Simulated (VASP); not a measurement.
The system is Si7P.

```
CELL_PARAMETERS angstrom
3.84000 2.21703 6.27000
-3.84000 2.21703 6.27000
0.00000 -4.43405 6.27000
ATOMIC_POSITIONS crystal
Si 0.43750 0.43750 0.43750
Si 0.56250 0.56250 0.56250
Si 0.43750 0.93750 0.43750
Si 0.56250 0.06250 0.56250
Si 0.43750 0.43750 0.93750
Si 0.56250 0.56250 0.06250
Si 0.06250 0.06250 0.56250
Si 0.56250 0.06250 0.06250
Si 0.06250 0.56250 0.06250
Si 0.93750 0.93750 0.43750
Si 0.43750 0.93750 0.93750
Si 0.93750 0.43750 0.93750
Si 0.06250 0.56250 0.56250
Si 0.93750 0.43750 0.43750
P 0.92000 0.92000 0.92000
P 0.08000 0.08000 0.08000
```

* Program: VASP 6.6.1
* Task: relaxation of cell and atoms
* Functional: PBE
* Potentials or basis: VASP PAW PBE potentials, release 64 (Si, P)
* Cutoff: 600 eV
* k mesh: 3 × 3 × 3
* Occupations: gaussian, width 0.2 eV
* Spin: no spin polarisation

At the start: pressure 1.1 GPa; volume 20.02 Å³/atom.

**Question.** Where does the relaxation end?

**Answer.** Over 9 steps the energy falls by 20.2 meV/atom and the volume is 20.22 Å³/atom (+1.0 %); space group R-3m (No. 166, to 0.1 Å) before and after.

Step by step:
| step | energy change (eV) | largest force (eV/Å) | pressure (GPa) | volume (Å³) |
| --- | --- | --- | --- | --- |
| 1 | 0.0000 | 0.8412 | 1.11 | 320.27 |
| 2 | -0.1513 | 0.6611 | -0.59 | 326.76 |
| 3 | -0.1682 | 0.5476 | -1.30 | 329.71 |
| 4 | -0.2681 | 0.3661 | -0.50 | 326.44 |
| 5 | -0.2795 | 0.3064 | -0.13 | 325.00 |
| 6 | -0.3081 | 0.2055 | 0.03 | 323.65 |
| 7 | -0.3090 | 0.1907 | 0.06 | 323.36 |
| 8 | -0.3180 | 0.1387 | -0.05 | 323.44 |
| 9 | -0.3237 | 0.0597 | -0.22 | 323.55 |

Final structure:
```
Si P
1.0
     3.80921    2.19925    6.43697
    -3.80921    2.19925    6.43697
     0.00000   -4.39850    6.43697
Si P
14 2
Direct
  0.43824 0.43824 0.43824
  0.56176 0.56176 0.56176
  0.43925 0.93691 0.43925
  0.56075 0.06309 0.56075
  0.43925 0.43925 0.93691
  0.56075 0.56075 0.06309
  0.06029 0.06029 0.56178
  0.56178 0.06029 0.06029
  0.06029 0.56178 0.06029
  0.93971 0.93971 0.43822
  0.43822 0.93971 0.93971
  0.93971 0.43822 0.93971
  0.06309 0.56075 0.56075
  0.93691 0.43925 0.43925
  0.93028 0.93028 0.93028
  0.06972 0.06972 0.06972
```

Caveat: the relaxation stopped at a loose force limit of 0.08 eV/Å, so its end isn't a converged minimum.
